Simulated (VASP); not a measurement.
# Gd (Fm-3m) in VASP: further runs

Runs on Gd. Level: LDA. Tasks: single point.

Program: VASP 6.6.1. These are calculated values, not measurements. Logs are shortened: lines on timing, memory, paths and dates and some standing lists are left out, and cuts for length are marked.

## (1) The cell of the first run

Symmetry: Fm-3m, No. 225, cubic system. The conventional cell has a = 5.030 Å, b = 5.030 Å, c = 5.030 Å, α = 90.00°, β = 90.00°, γ = 90.00°. Gd (site symmetry m-3m) has 12 Gd at 3.56 Å within 4.7 Å.

This isn't the form of Gd at room conditions, which is hcp.

## (2) Single point, LDA, collinear spin, ferromagnetic start

INCAR

```
SYSTEM = Gd
PREC     = Accurate       ! precision mode
ENCUT    = 520            ! plane-wave cutoff, eV
EDIFF    = 1E-6           ! SCF threshold, eV
ISMEAR   = -1             ! smearing method
SIGMA    = 0.05           ! smearing width, eV
LREAL    = .False.        ! projectors in reciprocal space
LASPH    = .True.         ! aspherical terms in the spheres
NELM     = 150            ! most SCF steps
ALGO     = Normal         ! electronic algorithm
ISIF     = 2              ! what is computed and relaxed
LWAVE    = .False.        ! write WAVECAR
LCHARG   = .False.        ! write CHGCAR
ISPIN    = 2              ! spin polarisation
MAGMOM   = 7              ! initial moments
LORBIT   = 11             ! projections on sites
LMAXMIX  = 6              ! l up to which the mixer works
GGA      = CA             ! functional
NBANDS   = 19             ! bands
```

KPOINTS

```
Automatic mesh
0
Gamma
  10 10 10
  0 0 0
```

POSCAR

```
Gd
1.0
    0.0000000000      2.5149386660      2.5149386660
    2.5149386660      0.0000000000      2.5149386660
    2.5149386660      2.5149386660      0.0000000000
Gd
1
Direct
    0.0000000000      0.0000000000      0.0000000000
```

Potentials or basis: VASP PAW PBE potentials, release 64 (Gd).

On the command line:

```
> cat potpaw_PBE.64/Gd/POTCAR > POTCAR
> mpirun -np 1 vasp_std > vasp.out
```

OUTCAR:

```text
SYSTEM = Gd
   PREC = Accurate
   ENCUT = 520
   EDIFF = 1E-6
   ISMEAR = -1
   LREAL = .False.
   LASPH = .True.
   NELM = 150
   ISIF = 2
   ISPIN = 2
   LORBIT = 11
   GGA = CA

 ion  position               nearest neighbor table
   1  0.000  0.000  0.000-

  LATTYP: Found a face centered cubic cell.
 ALAT       =     5.0298773320

  Lattice vectors:

 A1 = (   0.0000000000,   2.5149386660,   2.5149386660)
 A2 = (   2.5149386660,   0.0000000000,   2.5149386660)
 A3 = (   2.5149386660,   2.5149386660,   0.0000000000)

Analysis of symmetry for initial positions (statically):
=====================================================================
 Subroutine PRICEL returns:
 Original cell was already a primitive cell.

 Routine SETGRP: Setting up the symmetry group for a
 face centered cubic supercell.

 Subroutine GETGRP returns: Found 48 space group operations
 (whereof 48 operations were pure point group operations)
 out of a pool of 48 trial point group operations.

The static configuration has the point symmetry O_h .

Analysis of symmetry for dynamics (positions and initial velocities):
=====================================================================
 Subroutine PRICEL returns:
 Original cell was already a primitive cell.

 Routine SETGRP: Setting up the symmetry group for a
 face centered cubic supercell.

 Subroutine GETGRP returns: Found 48 space group operations
 (whereof 48 operations were pure point group operations)
 out of a pool of 48 trial point group operations.

The dynamic configuration has the point symmetry O_h .

Analysis of structural, dynamic, and magnetic symmetry:
=====================================================================
 Subroutine PRICEL returns:
 Original cell was already a primitive cell.

 Routine SETGRP: Setting up the symmetry group for a
 face centered cubic supercell.

 Subroutine GETGRP returns: Found 48 space group operations
 (whereof 48 operations were pure point group operations)
 out of a pool of 48 trial point group operations.

The overall configuration has the point symmetry O_h .

 Subroutine INISYM returns: Found 48 space group operations
 (whereof 48 operations are pure point group operations),
 and found     1 'primitive' translations

----------------------------------------------------------------------------------------

                                     Primitive cell

  volume of cell :      31.8136

  direct lattice vectors                    reciprocal lattice vectors
     0.000000000  2.514938666  2.514938666    -0.198812006  0.198812006  0.198812006
     2.514938666  0.000000000  2.514938666     0.198812006 -0.198812006  0.198812006
     2.514938666  2.514938666  0.000000000     0.198812006  0.198812006 -0.198812006

  length of vectors
     3.556660370  3.556660370  3.556660370     0.344352495  0.344352495  0.344352495

  position of ions in fractional coordinates (direct lattice)
     0.000000000  0.000000000  0.000000000

  ion indices of the primitive-cell ions
   primitive index   ion index
                 1           1

----------------------------------------------------------------------------------------

 KPOINTS: Automatic mesh

Automatic generation of k-mesh.
 Grid dimensions read from file:
 generate k-points for:   10   10   10

 Generating k-lattice:

  Cartesian coordinates                     Fractional coordinates (reciprocal lattice)
    -0.019881201  0.019881201  0.019881201     0.100000000  0.000000000  0.000000000
     0.019881201 -0.019881201  0.019881201     0.000000000  0.100000000  0.000000000
     0.019881201  0.019881201 -0.019881201     0.000000000  0.000000000  0.100000000

  Length of vectors
     0.034435249  0.034435249  0.034435249

  Shift w.r.t. Gamma in fractional coordinates (k-lattice)
     0.000000000  0.000000000  0.000000000

 Subroutine IBZKPT returns following result:
 ===========================================

 Found     47 irreducible k-points:

 Following reciprocal coordinates:
            Coordinates               Weight
  0.000000  0.000000  0.000000      1.000000
  0.100000  0.000000  0.000000      8.000000
  0.200000  0.000000  0.000000      8.000000
  0.300000  0.000000  0.000000      8.000000
  0.400000  0.000000  0.000000      8.000000
  0.500000  0.000000  0.000000      4.000000
[... 16 lines left out ...]
  0.300000  0.300000  0.000000      6.000000
  0.400000  0.300000  0.000000     24.000000
 [... further k-points ...]
   k-points           NKPTS =     47   k-points in BZ     NKDIM =     47   number of bands    NBANDS=     19
   number of dos      NEDOS =    301   number of ions     NIONS =      1
   total plane-waves  NPLWV =  21952
   dimension x,y,z NGX =    28 NGY =   28 NGZ =   28
   dimension x,y,z NGXF=    56 NGYF=   56 NGZF=   56
   ions per type =               1
   NGX,Y,Z   is equivalent  to a cutoff of  13.09, 13.09, 13.09 a.u.
   NGXF,Y,Z  is equivalent  to a cutoff of  26.18, 26.18, 26.18 a.u.
 SYSTEM =  Gd
   PREC   = accura    normal or accurate (medium, high low for compatibility)
   ISTART =      0    job   : 0-new  1-cont  2-samecut
   ICHARG =      2    charge: 1-file 2-atom 10-const
   ISPIN  =      2    spin polarized calculation?
   LNONCOLLINEAR =      F non collinear calculations
   LSORBIT =      F    spin-orbit coupling
   LASPH  =      T    aspherical Exc in radial PAW
   ENCUT  =  520.0 eV  38.22 Ry    6.18 a.u.   6.61  6.61  6.61*2*pi/ulx,y,z
   NELM   =    150;   NELMIN=  2; NELMDL= -5     # of ELM steps
   EDIFF  = 0.1E-05   stopping-criterion for ELM
   LREAL  =      F    real-space projection
   EDIFFG = 0.1E-04   stopping-criterion for IOM
   NSW    =      0    number of steps for IOM
   IBRION =     -1    ionic relax: 0-MD 1-quasi-New 2-CG
   NFREE  =      0    steps in history (QN), initial steepest desc. (CG)
   ISIF   =      2    stress and relaxation
   ISYM   =      2    0-nonsym 1-usesym 2-fastsym
   POTIM  = 0.5000    time-step for ionic-motion
   TEBEG  =    0.0;   TEEND  =   0.0 temperature during run
   PSTRESS=    0.0 pullay stress
   NELECT =      18.0000    total number of electrons
   NUPDOWN=      -1.0000    fix difference up-down
   EMIN   =  10.00;   EMAX   =-10.00  energy-range for DOS
   EFERMI =   0.00;   METHOD = LEGACY
   ISMEAR =    -1;   SIGMA  =   0.05  broadening in eV -4-tet -1-fermi 0-gaus
   EFERMI_NEDOS =   21; number of points for ismear=-14 and -15
   IALGO  =     38    algorithm
   IMIX   =      4    mixing-type and parameters
     AMIX     =   0.40;   BMIX     =  1.00
     AMIX_MAG =   1.60;   BMIX_MAG =  1.00
  volume/ion in A,a.u.               =      31.81       214.69
  Fermi-wavevector in a.u.,A,eV,Ry     =   1.354030  2.558746 24.944882  1.833397
  Thomas-Fermi vector in A             =   2.481236
   LORBIT       =     11    0 simple, 1 ext, 2 COOP (PROOUT), +10 PAW based schemes
   GGA     = CA    functional components
   LHFCALC =     F    Hartree Fock is set to
   AEXX    =    0.0000 exact exchange contribution
   IVDW    =     0    specifies the selected vdW correction
   LEPSILON=     F    determine dielectric tensor
   LRPA    =     F    only Hartree local field effects (RPA)
 spin polarized calculation
  energy-cutoff  :      520.00
  volume of cell :       31.81
 maximum number of plane-waves:       889
   NGX = 13   NGY = 13   NGZ = 13

 number of electron      18.0000002 magnetization       7.1963531

 Free energy of the ion-electron system (eV)
  ---------------------------------------------------
  ext. energy  EPLUGINS =         0.00000000
  ---------------------------------------------------
  free energy    TOTEN  =       -11.64535492 eV

  energy without entropy =      -11.62342437  energy(sigma->0) =      -11.63438965

 E-fermi :   2.8884     XC(G=0): -10.4249

 val. band max:        2.8588753581   @ k =   0.5000   0.3000   0.1000
 cond. band min:       2.9018152738   @ k =  -0.3000   0.3000   0.0000
 fundamental gap:      0.0429399157
 Fermi energy:         2.8884223828

 spin component 1

 k-point     1 :       0.0000    0.0000    0.0000
  band No.  band energies     occupation
      1     -41.7868      1.00000
      2     -18.9681      1.00000
      3     -18.9681      1.00000
      4     -18.9681      1.00000
      5      -2.0622      1.00000
      6      -1.5181      1.00000
[... 11 lines left out ...]
     18      12.3135      0.00000
     19      15.6860      0.00000

 k-point     2 :       0.1000    0.0000    0.0000
  band No.  band energies     occupation
      1     -41.7795      1.00000
      2     -19.0519      1.00000
      3     -18.9785      1.00000
      4     -18.9785      1.00000
      5      -1.7798      1.00000
      6      -1.5100      1.00000
[... 476 lines left out ...]
 k-point    24 :       0.4000    0.3000    0.0000
  band No.  band energies     occupation
      1     -41.7041      1.00000
      2     -19.5940      1.00000
      3     -19.2207      1.00000
      4     -19.1939      1.00000
      5      -1.4464      1.00000
      6      -1.4402      1.00000
[... 11 lines left out ...]
     18      13.0030      0.00000
     19      14.2330      0.00000

 [... further k-points ...]

 spin component 2

 k-point     1 :       0.0000    0.0000    0.0000
  band No.  band energies     occupation
      1     -38.9351      1.00000
      2     -16.7883      1.00000
      3     -16.7883      1.00000
      4     -16.7883      1.00000
      5      -1.5011      1.00000
      6       3.0911      0.01707
[... 11 lines left out ...]
     18      13.0430      0.00000
     19      16.2990      0.00000

 k-point     2 :       0.1000    0.0000    0.0000
  band No.  band energies     occupation
      1     -38.9260      1.00000
      2     -16.8922      1.00000
      3     -16.8008      1.00000
      4     -16.8008      1.00000
      5      -1.2025      1.00000
      6       3.0701      0.02575
[... 476 lines left out ...]
 k-point    24 :       0.4000    0.3000    0.0000
  band No.  band energies     occupation
      1     -38.8319      1.00000
      2     -17.5502      1.00000
      3     -17.0936      1.00000
      4     -17.0603      1.00000
      5       1.4273      1.00000
      6       2.5374      0.99911
[... 11 lines left out ...]
     18      14.0013      0.00000
     19      15.1962      0.00000

 [... further k-points ...]

------------------------ aborting loop because EDIFF is reached ----------------------------------------

  FORCE on cell =-STRESS in cart. coord.  units (eV):
  Direction    XX          YY          ZZ          XY          YZ          ZX
  --------------------------------------------------------------------------------------
  -------------------------------------------------------------------------------------
  Total       -0.5736291     -0.5736291     -0.5736291      0.0000000     -0.0000000      0.0000000
  in kB      -28.8888065    -28.8888065    -28.8888065      0.0000000     -0.0000000      0.0000000
  external PRESSURE =     -28.8888065 kB  Pullay stress =       0.0000000 kB

 VOLUME and BASIS-vectors are now :
 -----------------------------------------------------------------------------
  energy-cutoff  :      520.00
  volume of cell :       31.81
      direct lattice vectors                 reciprocal lattice vectors
     0.000000000  2.514938666  2.514938666    -0.198812006  0.198812006  0.198812006
     2.514938666  0.000000000  2.514938666     0.198812006 -0.198812006  0.198812006
     2.514938666  2.514938666  0.000000000     0.198812006  0.198812006 -0.198812006

 POSITION                                       TOTAL-FORCE (eV/Angst)
 -----------------------------------------------------------------------------------
      0.00000      0.00000      0.00000        -0.000000     -0.000000     -0.000000
 -----------------------------------------------------------------------------------
    total drift:                               -0.000000     -0.000000     -0.000000

  FREE ENERGIE OF THE ION-ELECTRON SYSTEM (eV)
  ---------------------------------------------------
  free  energy   TOTEN  =       -11.6453549206 eV

  energy  without entropy=      -11.6234243709  energy(sigma->0) =      -11.63438965

 total charge

# of ion       s       p       d       f       tot
--------------------------------------------------
    1        2.074   5.520   0.591   7.038  15.223

 magnetization (x)

# of ion       s       p       d       f       tot
--------------------------------------------------
    1        0.003  -0.043   0.125   6.741   6.826
```

It took 2.9 min on 1 thread of Intel Xeon 8259CL, shared host; peak memory 0.19 GiB.

What came out:

```
Free energy                                           : -11.6454 eV
Pressure                                              : -2.9 GPa
Net moment                                            : 7.20 μB per cell
Site moments                                          : Gd +6.83 μB
Valence electrons inside the program's atomic spheres : Gd 15.22
```

Levels at points of the mesh, in eV from the Fermi level:
Spin up:
```csv
k point,band 10,band 11,band 12,band 13,band 14,band 15,band 16,band 17
"(0.00, 0.00, 0.00)",-4.22,-4.22,-4.22,1.46,1.46,1.46,3.79,3.79
"(0.50, 0.00, 0.00)",-4.25,-4.22,-2.40,1.26,1.28,1.28,5.59,5.59
"(0.50, 0.50, 0.00)",-4.26,-4.23,-2.24,-1.43,2.85,5.61,6.14,6.14
```
Spin down:
| k point | band 3 | band 4 | band 5 | band 6 | band 7 | band 8 |
| --- | --- | --- | --- | --- | --- | --- |
| (0.00, 0.00, 0.00) | -19.68 | -19.68 | -4.39 | 0.20 | 0.41 | 0.41 |
| (0.50, 0.00, 0.00) | -19.80 | -19.80 | -1.77 | 0.23 | 0.43 | 0.43 |
| (0.50, 0.50, 0.00) | -20.03 | -20.03 | -1.68 | -0.75 | 0.46 | 0.46 |

Caveat: the PAW data sets were made with another functional, which shifts forces and pressure a little; spin-orbit coupling is left out, which moves the levels of the heavy elements; semilocal functionals describe open f shells poorly, which spoils levels, moments and volumes. The state reached can hang on the start; a lower one may exist.

## (3) Single point, LDA, collinear spin, ferromagnetic start

This run uses another cell than the first one, of 33.20 Å³/atom.

INCAR

```
SYSTEM = Gd
ALGO = Normal
EDIFF = 1E-6
ENCUT = 520
GGA = CA
ISIF = 2
ISMEAR = -1
ISPIN = 2
LASPH = .TRUE.
LCHARG = .TRUE.
LELF = .TRUE.
LMAXMIX = 6
LORBIT = 11
LREAL = .FALSE.
LVHAR = .TRUE.
LWAVE = .FALSE.
MAGMOM = 7
NBANDS = 19
NELM = 150
PREC = Accurate
SIGMA = 0.05
```

KPOINTS

```
k-points
0
G
  10 10 10
  0 0 0
```

POSCAR

```
Gd
1.0
    0.0000000000      2.5508712159      2.5508712159
    2.5508712159      0.0000000000      2.5508712159
    2.5508712159      2.5508712159      0.0000000000
Gd
1
Direct
    0.0000000000      0.0000000000      0.0000000000
```

Potentials or basis: VASP PAW PBE potentials, release 64 (Gd).

On the command line:

```
> cat potpaw_PBE.64/Gd/POTCAR > POTCAR
> mpirun -np 1 vasp_std > vasp.out
```

Wall time 2.6 min (1 thread of Intel Xeon 8259CL, shared host); peak memory 0.19 GiB.

Results (log left out):

```yaml
Free_energy: -11.6120 eV
Pressure: -4.1 GPa
Net_moment: 7.21 μB per cell
Site_moments: Gd +6.83 μB
Valence_electrons_inside_the_program's_atomic_spheres: Gd 15.21
```

Levels at points of the mesh, in eV from the Fermi level:
Spin up:
```
           k point  band 9  band 10  band 11  band 12  band 13  band 14  band 15  band 16  band 17  band 18
(0.00, 0.00, 0.00)   -4.38    -4.27    -4.27    -4.27     1.42     1.42     1.42     3.64     3.64     9.25
(0.50, 0.00, 0.00)   -4.29    -4.29    -4.27    -2.35     1.09     1.25     1.25     5.34     5.34     7.93
(0.50, 0.50, 0.00)   -4.31    -4.31    -4.28    -2.14    -1.34     2.60     5.35     5.85     5.85     8.25
```
Spin down:
```csv
k point,band 1,band 2,band 3,band 4,band 5,band 6,band 7,band 8,band 9,band 10
"(0.00, 0.00, 0.00)",-41.88,-19.79,-19.79,-19.79,-4.35,0.18,0.37,0.37,0.37,0.63
"(0.50, 0.00, 0.00)",-41.80,-20.66,-19.90,-19.90,-1.72,0.21,0.39,0.39,0.43,0.57
"(0.50, 0.50, 0.00)",-41.77,-20.60,-20.10,-20.10,-1.58,-0.66,0.42,0.42,0.42,0.42
```

Caveat: the cell stands under tension; the PAW data sets were made with another functional, which shifts forces and pressure a little; spin-orbit coupling is left out, which moves the levels of the heavy elements; semilocal functionals describe open f shells poorly, which spoils levels, moments and volumes. The state reached can hang on the start; a lower one may exist.

## (4) Single point, LDA, collinear spin, ferromagnetic start

This run uses another cell than the first one, of 34.58 Å³/atom.

INCAR

```
ALGO = Normal
EDIFF = 1E-6
ENCUT = 520
GGA = CA
ISIF = 2
ISMEAR = -1
ISPIN = 2
LASPH = T
LCHARG = F
LMAXMIX = 6
LORBIT = 11
LREAL = F
LWAVE = F
MAGMOM = 7
NBANDS = 19
NELM = 150
PREC = Accurate
SIGMA = 0.05
```

KPOINTS

```
k-points
0
Gamma
  10 10 10
```

POSCAR

```
Gd
1.0
    0.0000000000      2.5858190000      2.5858190000
    2.5858190000      0.0000000000      2.5858190000
    2.5858190000      2.5858190000      0.0000000000
Gd
1
Direct
    0.0000000000      0.0000000000      0.0000000000
```

On the command line:

```
> cat potpaw_PBE.64/Gd/POTCAR > POTCAR
> mpirun -np 1 vasp_std > vasp.out
```

Run time: 2.8 min. Hardware: 1 thread of Intel Xeon 8259CL, shared host; peak memory 0.19 GiB.

Results (log left out):

- Free energy: -11.5707 eV
- Pressure: -5.1 GPa
- Net moment: 7.24 μB per cell
- Site moments: Gd +6.83 μB
- Valence electrons inside the program's atomic spheres: Gd 15.19

Levels at points of the mesh, in eV from the Fermi level:
Spin up:
| k point | band 10 | band 11 | band 12 | band 13 | band 14 | band 15 | band 16 | band 17 |
| --- | --- | --- | --- | --- | --- | --- | --- | --- |
| (0.00, 0.00, 0.00) | -4.32 | -4.32 | -4.32 | 1.38 | 1.38 | 1.38 | 3.49 | 3.49 |
| (0.50, 0.00, 0.00) | -4.34 | -4.32 | -2.30 | 0.93 | 1.22 | 1.22 | 5.11 | 5.11 |
| (0.50, 0.50, 0.00) | -4.35 | -4.32 | -2.05 | -1.26 | 2.38 | 5.12 | 5.59 | 5.59 |
Spin down:
```csv
k point,band 3,band 4,band 5,band 6,band 7,band 8
"(0.00, 0.00, 0.00)",-19.88,-19.88,-4.30,0.16,0.34,0.34
"(0.50, 0.00, 0.00)",-19.98,-19.98,-1.67,0.19,0.35,0.35
"(0.50, 0.50, 0.00)",-20.16,-20.16,-1.48,-0.57,0.37,0.38
```

Caveat: the cell stands under tension; the PAW data sets were made with another functional, which shifts forces and pressure a little; spin-orbit coupling is left out, which moves the levels of the heavy elements; semilocal functionals describe open f shells poorly, which spoils levels, moments and volumes.

(Continued in part 2 of 2.)
